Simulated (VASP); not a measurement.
# SnSe2 (P1) in VASP: single point with r2SCAN

Aim: the single point of SnSe2 with r2SCAN.

Everything below comes from runs of VASP 6.6.1. Logs are shortened: lines on timing, memory, paths and dates and some standing lists are left out, and cuts for length are marked.

### 1 The cell of the first run

The typed cell holds 3 atoms: a = 6.709 Å, b = 6.709 Å, c = 6.709 Å, α = 33.12°, β = 33.12°, γ = 33.12°.

### 2 Single point, r2SCAN

Contents of POSCAR:

```
SnSe2
1.0
    1.9122916108      1.1040620762      6.3350940812
   -1.9122916108      1.1040620762      6.3350940812
    0.0000000000     -2.2081241525      6.3350940812
Sn Se
1 2
Direct
    0.0044132746      0.0106115970     -0.0203501280
    0.2343375261      0.2545342366      0.2579070442
    0.7590283507      0.7295145466      0.7726833475
```

Contents of INCAR.step1:

```
PREC = Accurate ; ENCUT = 520
ISMEAR = -1 ; SIGMA = 0.039
LREAL = F ; LASPH = T
NELM = 80 ; NBANDS = 20
GGA = PE ; ALGO = Normal
EDIFF = 1E-4 ; LWAVE = T
LCHARG = F
```

Contents of INCAR.step2:

```
PREC = Accurate ; ENCUT = 520
EDIFF = 1E-7 ; ISMEAR = -1
SIGMA = 0.039 ; LREAL = F
LASPH = T ; NELM = 80
ALGO = Normal ; ISIF = 2
LWAVE = F ; LCHARG = F
METAGGA = R2SCAN ; LMIXTAU = T
NBANDS = 20 ; ISTART = 1
```

Contents of KPOINTS:

```
Automatic mesh
0
Gamma
  4 4 4
```

Potentials or basis: VASP PAW PBE potentials, release 64 (Sn_d, Se).

On the command line:

```console
> cat potpaw_PBE.64/Sn_d/POTCAR potpaw_PBE.64/Se/POTCAR > POTCAR
> cp INCAR.step1 INCAR
> mpirun -np 1 vasp_std > vasp.out
> cp INCAR.step2 INCAR
> mpirun -np 1 vasp_std > vasp.out
```

OUTCAR:

```text
PREC = Accurate
   ENCUT = 520
   EDIFF = 1E-7
   ISMEAR = -1
   LREAL = F
   LASPH = T
   NELM = 80
   ISIF = 2
   METAGGA = R2SCAN
   ISTART = 1

 ion  position               nearest neighbor table
   1  0.004  0.011  0.980-   2 2.64   3 2.69   2 2.73   2 2.77   3 2.78   3 2.88
   2  0.234  0.255  0.258-   1 2.64   1 2.73   1 2.77
   3  0.759  0.730  0.773-   1 2.69   1 2.78   1 2.88

  LATTYP: Found a trigonal (rhomboedric) cell.
 ALAT       =     6.7088918079
 COS(alpha) =     0.8375062510

  Lattice vectors:

 A1 = (   1.9122916108,   1.1040620762,   6.3350940812)
 A2 = (  -1.9122916108,   1.1040620762,   6.3350940812)
 A3 = (   0.0000000000,  -2.2081241525,   6.3350940812)

Analysis of symmetry for initial positions (statically):
=====================================================================
 Subroutine PRICEL returns:
 Original cell was already a primitive cell.

 Routine SETGRP: Setting up the symmetry group for a
 trigonal (rhombohedral) supercell.

 Subroutine GETGRP returns: Found  1 space group operations
 (whereof  1 operations were pure point group operations)
 out of a pool of 12 trial point group operations.

The static configuration has the point symmetry C_1 .

Analysis of symmetry for dynamics (positions and initial velocities):
=====================================================================
 Subroutine PRICEL returns:
 Original cell was already a primitive cell.

 Routine SETGRP: Setting up the symmetry group for a
 trigonal (rhombohedral) supercell.

 Subroutine GETGRP returns: Found  1 space group operations
 (whereof  1 operations were pure point group operations)
 out of a pool of 12 trial point group operations.

The dynamic configuration has the point symmetry C_1 .

 Subroutine INISYM returns: Found  1 space group operations
 (whereof  1 operations are pure point group operations),
 and found     1 'primitive' translations

----------------------------------------------------------------------------------------

                                     Primitive cell

  volume of cell :      80.2513

  direct lattice vectors                    reciprocal lattice vectors
     1.912291611  1.104062076  6.335094081     0.261466398  0.150957695  0.052616951
    -1.912291611  1.104062076  6.335094081    -0.261466398  0.150957695  0.052616951
     0.000000000 -2.208124152  6.335094081     0.000000000 -0.301915391  0.052616951

  length of vectors
     6.708891808  6.708891808  6.708891808     0.306466061  0.306466061  0.306466061

  position of ions in fractional coordinates (direct lattice)
     0.004413275  0.010611597  0.979649872
     0.234337526  0.254534237  0.257907044
     0.759028351  0.729514547  0.772683347

  ion indices of the primitive-cell ions
   primitive index   ion index
                 1           1
                 2           2
                 3           3

----------------------------------------------------------------------------------------

 KPOINTS: Automatic mesh

Automatic generation of k-mesh.
 Grid dimensions read from file:
 generate k-points for:    4    4    4

 Generating k-lattice:

  Cartesian coordinates                     Fractional coordinates (reciprocal lattice)
     0.065366600  0.037739424  0.013154238     0.250000000  0.000000000 -0.000000000
    -0.065366600  0.037739424  0.013154238     0.000000000  0.250000000 -0.000000000
     0.000000000 -0.075478848  0.013154238    -0.000000000 -0.000000000  0.250000000

  Length of vectors
     0.076616515  0.076616515  0.076616515

  Shift w.r.t. Gamma in fractional coordinates (k-lattice)
     0.000000000  0.000000000  0.000000000

 Subroutine IBZKPT returns following result:
 ===========================================

 Found     36 irreducible k-points:

 Following reciprocal coordinates:
            Coordinates               Weight
  0.000000  0.000000  0.000000      1.000000
  0.250000  0.000000 -0.000000      2.000000
  0.000000  0.250000 -0.000000      2.000000
 -0.000000 -0.000000  0.250000      2.000000
  0.500000  0.000000 -0.000000      1.000000
  0.000000  0.500000 -0.000000      1.000000
[... 16 lines left out ...]
  0.250000  0.250000  0.250000      2.000000
  0.500000  0.250000  0.250000      2.000000
 [... further k-points ...]
   k-points           NKPTS =     36   k-points in BZ     NKDIM =     36   number of bands    NBANDS=     20
   number of dos      NEDOS =    301   number of ions     NIONS =      3
   total plane-waves  NPLWV = 125000
   dimension x,y,z NGX =    50 NGY =   50 NGZ =   50
   dimension x,y,z NGXF=   100 NGYF=  100 NGZF=  100
   ions per type =               1   2
   NGX,Y,Z   is equivalent  to a cutoff of  12.39, 12.39, 12.39 a.u.
   NGXF,Y,Z  is equivalent  to a cutoff of  24.78, 24.78, 24.78 a.u.
 SYSTEM =  unknown system
   PREC   = accura    normal or accurate (medium, high low for compatibility)
   ISTART =      1    job   : 0-new  1-cont  2-samecut
   ICHARG =      0    charge: 1-file 2-atom 10-const
   ISPIN  =      1    spin polarized calculation?
   LNONCOLLINEAR =      F non collinear calculations
   LSORBIT =      F    spin-orbit coupling
   LASPH  =      T    aspherical Exc in radial PAW
   ENCUT  =  520.0 eV  38.22 Ry    6.18 a.u.  12.47 12.47 12.47*2*pi/ulx,y,z
   NELM   =     80;   NELMIN=  2; NELMDL=  0     # of ELM steps
   EDIFF  = 0.1E-06   stopping-criterion for ELM
   LREAL  =      F    real-space projection
   EDIFFG = 0.1E-05   stopping-criterion for IOM
   NSW    =      0    number of steps for IOM
   IBRION =     -1    ionic relax: 0-MD 1-quasi-New 2-CG
   NFREE  =      0    steps in history (QN), initial steepest desc. (CG)
   ISIF   =      2    stress and relaxation
   ISYM   =      2    0-nonsym 1-usesym 2-fastsym
   POTIM  = 0.5000    time-step for ionic-motion
   TEBEG  =    0.0;   TEEND  =   0.0 temperature during run
   PSTRESS=    0.0 pullay stress
   NELECT =      26.0000    total number of electrons
   NUPDOWN=      -1.0000    fix difference up-down
   EMIN   =  10.00;   EMAX   =-10.00  energy-range for DOS
   EFERMI =   0.00;   METHOD = LEGACY
   ISMEAR =    -1;   SIGMA  =   0.04  broadening in eV -4-tet -1-fermi 0-gaus
   EFERMI_NEDOS =   21; number of points for ismear=-14 and -15
   IALGO  =     38    algorithm
   IMIX   =      4    mixing-type and parameters
     AMIX     =   0.40;   BMIX     =  1.00
     AMIX_MAG =   1.60;   BMIX_MAG =  1.00
  volume/ion in A,a.u.               =      26.75       180.52
  Fermi-wavevector in a.u.,A,eV,Ry     =   1.124386  2.124781 17.201072  1.264243
  Thomas-Fermi vector in A             =   2.261057
   LORBIT       =      0    0 simple, 1 ext, 2 COOP (PROOUT), +10 PAW based schemes
   METAGGA = R2SCAN    functional components
   LHFCALC =     F    Hartree Fock is set to
   AEXX    =    0.0000 exact exchange contribution
   IVDW    =     0    specifies the selected vdW correction
   LEPSILON=     F    determine dielectric tensor
   LRPA    =     F    only Hartree local field effects (RPA)
 non-spin polarized calculation
  energy-cutoff  :      520.00
  volume of cell :       80.25
 maximum number of plane-waves:      2184
 NGX is ok and might be reduce to    50
   NGX = 25   NGY = 25   NGZ = 25

 number of electron      25.9999997 magnetization

 Free energy of the ion-electron system (eV)
  ---------------------------------------------------
  ext. energy  EPLUGINS =         0.00000000
  ---------------------------------------------------
  free energy    TOTEN  =       -54.42723585 eV

  energy without entropy =      -54.42597386  energy(sigma->0) =      -54.42660486

 E-fermi :   3.7938     XC(G=0):  -9.8442

 val. band max:        3.6733126715   @ k =   0.5000   0.5000   0.5000
 cond. band min:       3.8930870937   @ k =   0.0000   0.5000   0.5000
 fundamental gap:      0.2197744222
 Fermi energy:         3.7937882080

 k-point     1 :       0.0000    0.0000    0.0000
  band No.  band energies     occupation
      1     -18.4226      2.00000
      2     -18.4154      2.00000
      3     -18.3679      2.00000
      4     -18.3595      2.00000
      5     -18.3575      2.00000
      6     -10.6482      2.00000
[... 12 lines left out ...]
     19      12.6131      0.00000
     20      12.7036      0.00000

 k-point     2 :       0.2500    0.0000   -0.0000
  band No.  band energies     occupation
      1     -18.4432      2.00000
      2     -18.4038      2.00000
      3     -18.3688      2.00000
      4     -18.3590      2.00000
      5     -18.3478      2.00000
      6     -10.0558      2.00000
[... 12 lines left out ...]
     19      12.6103      0.00000
     20      13.7742      0.00000

 k-point     3 :       0.0000    0.2500   -0.0000
  band No.  band energies     occupation
      1     -18.4418      2.00000
      2     -18.4070      2.00000
      3     -18.3768      2.00000
      4     -18.3518      2.00000
      5     -18.3457      2.00000
      6     -10.0550      2.00000
[... 12 lines left out ...]
     19      12.6078      0.00000
     20      13.7972      0.00000

 k-point     4 :      -0.0000   -0.0000    0.2500
  band No.  band energies     occupation
      1     -18.4474      2.00000
      2     -18.3996      2.00000
      3     -18.3707      2.00000
      4     -18.3581      2.00000
      5     -18.3470      2.00000
      6     -10.0470      2.00000
[... 12 lines left out ...]
     19      12.5823      0.00000
     20      13.7285      0.00000

 k-point     5 :       0.5000    0.0000   -0.0000
  band No.  band energies     occupation
      1     -18.4699      2.00000
      2     -18.3976      2.00000
      3     -18.3780      2.00000
      4     -18.3449      2.00000
      5     -18.3314      2.00000
      6      -9.0594      2.00000
[... 12 lines left out ...]
     19      13.0204      0.00000
     20      14.3540      0.00000
[... 353 lines left out ...]
      6      -9.1313      2.00000
[... 12 lines left out ...]
     19      13.4795      0.00000
     20      16.2353      0.00000

 k-point    22 :       0.0000    0.5000    0.5000
  band No.  band energies     occupation
      1     -18.4699      2.00000
      2     -18.3976      2.00000
      3     -18.3781      2.00000
      4     -18.3448      2.00000
      5     -18.3314      2.00000
      6      -9.1161      2.00000
[... 12 lines left out ...]
     19      13.4265      0.00000
     20      16.5059      0.00000

 k-point    23 :       0.2500    0.2500    0.2500
  band No.  band energies     occupation
      1     -18.4226      2.00000
      2     -18.4154      2.00000
      3     -18.3679      2.00000
      4     -18.3595      2.00000
      5     -18.3575      2.00000
      6     -10.5677      2.00000
[... 12 lines left out ...]
     19      12.7841      0.00000
     20      12.9029      0.00000

 k-point    24 :       0.5000    0.2500    0.2500
  band No.  band energies     occupation
      1     -18.4432      2.00000
      2     -18.4038      2.00000
      3     -18.3689      2.00000
      4     -18.3590      2.00000
      5     -18.3477      2.00000
      6      -9.9457      2.00000
[... 12 lines left out ...]
     19      12.2313      0.00000
     20      12.9735      0.00000

 [... further k-points ...]

------------------------ aborting loop because EDIFF is reached ----------------------------------------

  FORCE on cell =-STRESS in cart. coord.  units (eV):
  Direction    XX          YY          ZZ          XY          YZ          ZX
  --------------------------------------------------------------------------------------
  -------------------------------------------------------------------------------------
  Total        0.2348290      0.5981585     -1.1201353     -0.0272899     -0.1964992     -0.3524607
  in kB        4.6882465     11.9419420    -22.3629529     -0.5448294     -3.9230108     -7.0367057
  external PRESSURE =      -1.9109215 kB  Pullay stress =       0.0000000 kB

 VOLUME and BASIS-vectors are now :
 -----------------------------------------------------------------------------
  energy-cutoff  :      520.00
  volume of cell :       80.25
      direct lattice vectors                 reciprocal lattice vectors
     1.912291611  1.104062076  6.335094081     0.261466398  0.150957695  0.052616951
    -1.912291611  1.104062076  6.335094081    -0.261466398  0.150957695  0.052616951
     0.000000000 -2.208124152  6.335094081     0.000000000 -0.301915391  0.052616951

 POSITION                                       TOTAL-FORCE (eV/Angst)
 -----------------------------------------------------------------------------------
     -0.01185     -2.14660      6.30136         0.117141     -0.467350      0.834742
     -0.03862     -0.02975      4.73091         0.050881      0.297755      0.110714
      0.05644     -0.06274     14.32508        -0.168022      0.169595     -0.945456
 -----------------------------------------------------------------------------------
    total drift:                                0.000001     -0.000022     -0.000665

  FREE ENERGIE OF THE ION-ELECTRON SYSTEM (eV)
  ---------------------------------------------------
  free  energy   TOTEN  =       -54.4272358494 eV

  energy  without entropy=      -54.4259738609  energy(sigma->0) =      -54.42660486
```

It took 21 min on 1 thread of AMD EPYC 7R13, shared host; peak memory 0.36 GiB.

Results:

| Property | Result |
| --- | --- |
| Free energy | -54.4272 eV |
| Pressure | -0.2 GPa |
| Largest force | 0.975 eV/Å |
| Band gap on the k mesh | 0.22 eV, indirect (least direct gap 0.61 eV) |

Forces in eV/Å, atoms in the order of the input:
```
Sn   0.117 -0.467  0.835
Se   0.051  0.298  0.111
Se  -0.168  0.170 -0.945
```

Levels at points of the mesh, in eV from the valence-band top:
```csv
k point,band 9,band 10,band 11,band 12,band 13,band 14,band 15,band 16,band 17,band 18
"(0.00, 0.00, 0.00)",-0.90,-0.67,-0.48,-0.34,-0.04,1.13,3.51,4.59,4.90,8.51
"(0.50, 0.00, 0.00)",-4.59,-2.80,-2.41,-1.78,-0.78,1.16,4.14,6.01,6.17,6.93
"(0.00, 0.50, 0.00)",-4.54,-3.04,-2.35,-1.62,-0.73,1.22,4.13,6.11,6.51,6.68
"(0.00, 0.00, 0.50)",-4.52,-2.87,-2.35,-1.77,-0.80,1.22,4.13,6.07,6.33,6.72
"(0.50, 0.50, 0.00)",-4.84,-2.59,-2.38,-0.43,-0.41,0.25,3.83,5.31,5.47,5.74
"(0.50, 0.00, 0.50)",-4.91,-2.54,-2.45,-0.46,-0.35,0.30,3.95,5.11,5.61,5.89
"(0.00, 0.50, 0.50)",-4.90,-2.58,-2.40,-0.43,-0.39,0.22,3.80,5.09,5.53,5.89
"(0.50, 0.50, 0.50)",-2.40,-0.99,-0.76,-0.20,0.00,2.62,3.52,4.70,4.98,8.01
```

Caveat: the k points lie up to 0.48 Å⁻¹ apart; the PAW data sets were made with another functional, which shifts forces and pressure a little; spin-orbit coupling is left out, which moves the levels of the heavy elements. A k mesh can miss the band edges.
